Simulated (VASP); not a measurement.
A run of VASP 6.6.1:

The input INCAR:

```
SYSTEM = Sb
  PREC = Accurate
  ENCUT = 520
  EDIFF = 1E-6
  ISMEAR = -1
  SIGMA = 0.05
  LREAL = .FALSE.
  LASPH = .TRUE.
  NELM = 60
  ALGO = Normal
  ISIF = 2
  LWAVE = .FALSE.
  LCHARG = .TRUE.
  GGA = CA
  LELF = .TRUE.
  LVHAR = .TRUE.
  NBANDS = 12
```

File KPOINTS:

```
Automatic mesh
0
G
  4 4 4
  0 0 0
```

POSCAR

```
Sb
1.0
    2.1542000000      1.2437279499      3.7580000000
   -2.1542000000      1.2437279499      3.7580000000
    0.0000000000     -2.4874558998      3.7580000000
Sb
2
Direct
    0.7665100000      0.7665100000      0.7665100000
    0.2334900000      0.2334900000      0.2334900000
```

Potentials or basis: VASP PAW LDA potentials, release 64 (Sb).

The run is started by

```bash
$ cat potpaw_LDA.64/Sb/POTCAR > POTCAR
$ mpirun -np 1 vasp_std > vasp.out
```

Hardware: 1 thread of AMD EPYC 7R43 64-Core Processor (Zen 3), on a shared host.

Estimate the wall time of this run.

Run time: 11 s on 1 thread of AMD EPYC 7R43 64-Core Processor (Zen 3), on a shared host, peak memory 0.13 GiB. Counts: scf iterations 10, k points 13.
